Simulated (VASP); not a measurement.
# TiAl (P4/mmm) in VASP: notebook, part 2 of 2

VASP 6.6.1.

## Step 3: Single point, PBEsol

This run uses another cell than the first one, of the same volume but with other edges.

File INCAR:

```
SYSTEM = TiAl
  ALGO = Fast
  EDIFF = 1E-6
  ENCUT = 520
  GGA = PS
  ISIF = 2
  ISMEAR = 0
  LASPH = .TRUE.
  LCHARG = .FALSE.
  LREAL = .FALSE.
  LWAVE = .FALSE.
  NBANDS = 14
  NELM = 80
  PREC = Accurate
  SIGMA = 0.15
```

File KPOINTS:

```
k-points
0
G
  22 22 22
  0 0 0
```

File POSCAR:

```
TiAl
1.0
    3.3321861258      0.0000000000      0.0000000000
    0.0000000000      3.3321861258      0.0000000000
    0.0000000000      0.0000000000      2.8323582070
Ti Al
1 1
Direct
    0.0000000000      0.0000000000      0.0000000000
    0.5000000000      0.5000000000      0.5000000000
```

Potentials or basis: VASP PAW PBE potentials, release 64 (Ti_sv, Al).

Run with:

```console
$ cat potpaw_PBE.64/Ti_sv/POTCAR potpaw_PBE.64/Al/POTCAR > POTCAR
$ mpirun -np 1 vasp_std > vasp.out
```

OUTCAR:

```text
SYSTEM = TiAl
   EDIFF = 1E-6
   ENCUT = 520
   GGA = PS
   ISIF = 2
   ISMEAR = 0
   LASPH = .TRUE.
   LREAL = .FALSE.
   NELM = 80
   PREC = Accurate

 ion  position               nearest neighbor table
   1  0.000  0.000  0.000-   2 2.75   2 2.75   2 2.75   2 2.75   2 2.75   2 2.75   2 2.75   2 2.75

   2  0.500  0.500  0.500-   1 2.75   1 2.75   1 2.75   1 2.75   1 2.75   1 2.75   1 2.75   1 2.75

  LATTYP: Found a simple tetragonal cell.
 ALAT       =     3.3321861258
 C/A-ratio  =     0.8500000000

  Lattice vectors:

 A1 = (   3.3321861258,   0.0000000000,   0.0000000000)
 A2 = (   0.0000000000,   3.3321861258,   0.0000000000)
 A3 = (   0.0000000000,   0.0000000000,   2.8323582070)

Analysis of symmetry for initial positions (statically):
=====================================================================
 Subroutine PRICEL returns:
 Original cell was already a primitive cell.

 Routine SETGRP: Setting up the symmetry group for a
 simple tetragonal supercell.

 Subroutine GETGRP returns: Found 16 space group operations
 (whereof 16 operations were pure point group operations)
 out of a pool of 16 trial point group operations.

[... 179 lines left out ...]
      7       7.5070      2.00000
      8      10.1776      0.00000
      9      11.1784      0.00000
     10      11.1784      0.00000
     11      11.9855      0.00000
     12      11.9855      0.00000
     13      16.8216      0.00000
     14      16.9599      0.00000
[... 377 lines left out ...]
      1     -47.7027      2.00000
      2     -24.0878      2.00000
      3     -24.0867      2.00000
      4     -23.7726      2.00000
      5      -0.2366      2.00000
      6       7.0816      2.00000
      7       7.4761      2.00000
      8       9.5740      0.00000
      9      11.0833      0.00000
     10      11.1276      0.00000
     11      11.9784      0.00000
     12      12.1047      0.00000
     13      17.1867      0.00000
     14      17.4164      0.00000

 [... further k-points ...]

------------------------ aborting loop because EDIFF is reached ----------------------------------------

  FORCE on cell =-STRESS in cart. coord.  units (eV):
  Direction    XX          YY          ZZ          XY          YZ          ZX
  --------------------------------------------------------------------------------------
  -------------------------------------------------------------------------------------
  Total        0.1332186      0.1332186      0.3048155      0.0000000      0.0000000      0.0000000
  in kB        6.7868578      6.7868578     15.5289079      0.0000000      0.0000000      0.0000000
  external PRESSURE =       9.7008745 kB  Pullay stress =       0.0000000 kB

 VOLUME and BASIS-vectors are now :
 -----------------------------------------------------------------------------
  energy-cutoff  :      520.00
  volume of cell :       31.45
      direct lattice vectors                 reciprocal lattice vectors
     3.332186126  0.000000000  0.000000000     0.300103284  0.000000000  0.000000000
     0.000000000  3.332186126  0.000000000     0.000000000  0.300103284  0.000000000
     0.000000000  0.000000000  2.832358207     0.000000000  0.000000000  0.353062687

 POSITION                                       TOTAL-FORCE (eV/Angst)
 -----------------------------------------------------------------------------------
      0.00000      0.00000      0.00000         0.000000      0.000000      0.000000
      1.66609      1.66609      1.41618         0.000000      0.000000      0.000000
 -----------------------------------------------------------------------------------
    total drift:                               -0.000000     -0.000000     -0.000000

  FREE ENERGIE OF THE ION-ELECTRON SYSTEM (eV)
  ---------------------------------------------------
  free  energy   TOTEN  =       -12.9990540311 eV

  energy  without entropy=      -12.9698122052  energy(sigma->0) =      -12.98443312
```

OSZICAR:

```text
N       E                     dE             d eps       ncg     rms          rms(c)
DAV:   1     0.994801948465E+02    0.99480E+02   -0.71139E+03 26234   0.109E+03
DAV:   2    -0.901287041613E+01   -0.10849E+03   -0.10442E+03 26994   0.300E+02
DAV:   3    -0.145061947186E+02   -0.54933E+01   -0.53269E+01 40094   0.650E+01
[... 16 lines left out ...]
RMM:  20    -0.129990482231E+02   -0.36640E-05   -0.36133E-05 30842   0.220E-02    0.437E-03
RMM:  21    -0.129990504406E+02   -0.22175E-05   -0.21951E-05 29141   0.172E-02    0.320E-03
RMM:  22    -0.129990520931E+02   -0.16526E-05   -0.16846E-05 25551   0.140E-02    0.271E-03
RMM:  23    -0.129990531628E+02   -0.10697E-05   -0.10953E-05 27217   0.126E-02    0.181E-03
RMM:  24    -0.129990540311E+02   -0.86827E-06   -0.85728E-06 26022   0.115E-02
   1 F= -.12999054E+02 E0= -.12984433E+02  d E =-.292418E-01
```

stdout:

```text
POSCAR found type information on POSCAR TiAl
 POSCAR found :  2 types and       2 ions
 scaLAPACK will be used
 -----------------------------------------------------------------------------
|                                                                             |
|                                                                             |
|     You enforced a specific xc type in the INCAR file but a different       |
|     I HOPE YOU KNOW WHAT YOU ARE DOING!                                     |
|                                                                             |
 -----------------------------------------------------------------------------

 LDA part: xc-table for (Slater+PW92), standard interpolation
 POSCAR, INCAR and KPOINTS ok, starting setup
 FFT: planning ... GRIDC
 FFT: planning ... GRID_SOFT
 FFT: planning ... GRID
 WAVECAR not read
 entering main loop
WARNING in EDDRMM: call to ZHEGV failed, returncode =   8  4      8
WARNING in EDDRMM: call to ZHEGV failed, returncode =   8  4      8
WARNING in EDDRMM: call to ZHEGV failed, returncode =   6  3      7
WARNING in EDDRMM: call to ZHEGV failed, returncode =   6  3     10
WARNING in EDDRMM: call to ZHEGV failed, returncode =   6  3      5
WARNING in EDDRMM: call to ZHEGV failed, returncode =   6  3     12
WARNING in EDDRMM: call to ZHEGV failed, returncode =   6  3      9
WARNING in EDDRMM: call to ZHEGV failed, returncode =   6  3      8
WARNING in EDDRMM: call to ZHEGV failed, returncode =   6  3     13
WARNING in EDDRMM: call to ZHEGV failed, returncode =   6  3     14
WARNING in EDDRMM: call to ZHEGV failed, returncode =   6  3      6
WARNING in EDDRMM: call to ZHEGV failed, returncode =   6  3      5
```

Wall time 15 min (1 thread of Intel Xeon 8259CL, shared host); peak memory 0.52 GiB.

Results:

```yaml
Free_energy: -12.9991 eV
Pressure: 1.0 GPa
Band_gap_on_the_k_mesh: zero (an odd number of electrons rules out a gap without spin polarisation)
```

Stress tensor (GPa, compression positive):
```
0.68 0.00 0.00
0.00 0.68 0.00
0.00 0.00 1.55
```

Caveat: the PAW data sets were made with another functional, which shifts forces and pressure a little.

## Step 4: Single point, PBEsol

This run uses another cell than the first one, of the same volume but with other edges.

File INCAR:

```
SYSTEM = TiAl
PREC = Accurate
ENCUT = 520
EDIFF = 1E-6
ISMEAR = 0
SIGMA = 0.15
LREAL = .FALSE.
LASPH = .TRUE.
NELM = 80
ALGO = Fast
ISIF = 2
LWAVE = .FALSE.
LCHARG = .FALSE.
GGA = PS
NBANDS = 14
```

File KPOINTS:

```
regular mesh
0
G
  22 22 22
  0 0 0
```

File POSCAR:

```
TiAl
1.0
    2.9703558311      0.0000000000      0.0000000000
    0.0000000000      2.9703558311      0.0000000000
    0.0000000000      0.0000000000      3.5644269973
Ti Al
1 1
Direct
    0.0000000000      0.0000000000      0.0000000000
    0.5000000000      0.5000000000      0.5000000000
```

Run with:

```console
$ cat potpaw_PBE.64/Ti_sv/POTCAR potpaw_PBE.64/Al/POTCAR > POTCAR
$ mpirun -np 1 vasp_std > vasp.out
```

Wall time 12 min (1 thread of Intel Xeon 8259CL, shared host); peak memory 0.51 GiB.

Results (log left out):

* Free energy: -13.1253 eV
* Pressure: 0.2 GPa
* Band gap on the k mesh: zero (an odd number of electrons rules out a gap without spin polarisation)

Stress tensor (GPa, compression positive):
```
-2.92  0.00  0.00
 0.00 -2.92  0.00
 0.00  0.00  6.40
```

Levels at points of the mesh, in eV from the Fermi level:
| k point | band 6 | band 7 | band 8 | band 9 | band 10 | band 11 |
| --- | --- | --- | --- | --- | --- | --- |
| (0.00, 0.00, 0.00) | -1.63 | -1.09 | 1.78 | 1.90 | 1.90 | 2.66 |
| (0.50, 0.00, 0.00) | -4.92 | -0.96 | -0.32 | 1.06 | 2.21 | 3.96 |
| (0.50, 0.50, 0.00) | -1.26 | -1.26 | -1.02 | 0.07 | 0.07 | 3.61 |
| (0.00, 0.00, 0.50) | -5.27 | -0.63 | 1.01 | 1.01 | 1.85 | 2.73 |
| (0.50, 0.00, 0.50) | -2.62 | -1.61 | -1.37 | 1.26 | 1.57 | 2.27 |
| (0.50, 0.50, 0.50) | -2.85 | -2.85 | 1.21 | 2.54 | 2.73 | 3.56 |

Caveat: the PAW data sets were made with another functional, which shifts forces and pressure a little.

## Step 5: Overview

| cell | gap on the mesh (eV) | pressure (GPa) |
| --- | --- | --- |
| a = 2.812, b = 2.812, c = 3.977 Å, 2 atoms | none | 0.4 |
| a = 3.332, b = 3.332, c = 2.832 Å, 2 atoms | none | 1.0 |
| a = 2.970, b = 2.970, c = 3.564 Å, 2 atoms | none | 0.2 |

Alike in all rows: task single point; level PBEsol; potentials or basis VASP PAW PBE potentials, release 64 (Ti_sv, Al); no spin polarisation; k mesh 22 × 22 × 22; cutoff (eV) 520; smearing gaussian 0.15 eV.

Caveats: the PAW data sets were made with another functional, which shifts forces and pressure a little.

Total energies depend on the potentials used, so only differences within one code and one set of settings carry meaning.
